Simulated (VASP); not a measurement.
## GaSb (rvv): relaxation of cell and atoms with r2SCAN+rVV10

Crystal: GaSb (rvv).

```
Ga Sb
1.0
     0.00000    3.05900    3.05900
     3.05900    0.00000    3.05900
     3.05900    3.05900    0.00000
Ga Sb
1 1
Direct
  0.00000 0.00000 0.00000
  0.25000 0.25000 0.25000
```

| Item | Value |
| --- | --- |
| Program | VASP 6.6.1 |
| Task | relaxation of cell and atoms |
| Functional | r2SCAN |
| Dispersion | rVV10 |
| Potentials or basis | VASP PAW PBE potentials, release 64 (Ga_d, Sb) |
| Cutoff | 600 eV |
| k mesh | 10 × 10 × 10 |
| Occupations | gaussian, width 0.02 eV |
| Spin | no spin polarisation |
| Dipole correction | no |
| Further INCAR settings | ALGO = Normal; EDIFF = 1e-06; IBRION = 2; EDIFFG = -0.002; NSW = 100; ISIF = 3 |

```
Relaxed volume                         : 28.52 Å³/atom
Relaxed cell                           : a = 4.321 Å, b = 4.321 Å, c = 4.321 Å, α = 60.00°, β = 60.00°, γ = 60.00°
Space group after relaxing (to 0.05 Å) : F-43m (No. 216)
Energy gained by relaxing              : 0.1 meV/atom
Ionic steps                            : 3
Pressure after relaxing                : 0.0 GPa
Band gap on the k mesh                 : 0.48 eV, direct
```

The path:
| step | energy change (eV) | largest force (eV/Å) | pressure (GPa) | volume (Å³) |
| --- | --- | --- | --- | --- |
| 1 | 0.0000 | 0.0000 | -0.17 | 57.25 |
| 2 | -0.0001 | 0.0000 | 0.05 | 57.00 |
| 3 | -0.0001 | 0.0000 | 0.00 | 57.03 |

Final structure:
```cif
data_structure
_symmetry_space_group_name_H-M 'P 1'
_symmetry_Int_Tables_number 1
_cell_length_a 4.3206
_cell_length_b 4.3206
_cell_length_c 4.3206
_cell_angle_alpha 60.000
_cell_angle_beta 60.000
_cell_angle_gamma 60.000
_cell_volume 57.03
loop_
_atom_site_label
_atom_site_type_symbol
_atom_site_fract_x
_atom_site_fract_y
_atom_site_fract_z
_atom_site_occupancy
Ga1 Ga 0.00000 0.00000 0.00000 1
Sb1 Sb 0.25000 0.25000 0.25000 1
```

Levels at points of the mesh, in eV from the valence-band top:
```csv
k point,band 7,band 8,band 9,band 10,band 11,band 12
"(0.00, 0.00, 0.00)",0.00,0.00,0.00,0.48,2.96,2.96
"(0.50, 0.00, 0.00)",-6.62,-1.22,-1.22,0.67,3.99,3.99
"(0.50, 0.50, 0.00)",-7.07,-2.72,-2.72,1.07,1.41,9.29
```

It took 3.6 min on 1 thread of Intel(R) Xeon(R) 6975P-C (Granite Rapids), with other jobs on the host, peak memory 0.42 GiB.

Caveat: the PAW data sets were made with another functional, which shifts forces and pressure a little; spin-orbit coupling is left out, which moves the levels of the heavy elements. r2SCAN opens gaps a little over a GGA but as a rule still falls short of measured ones.
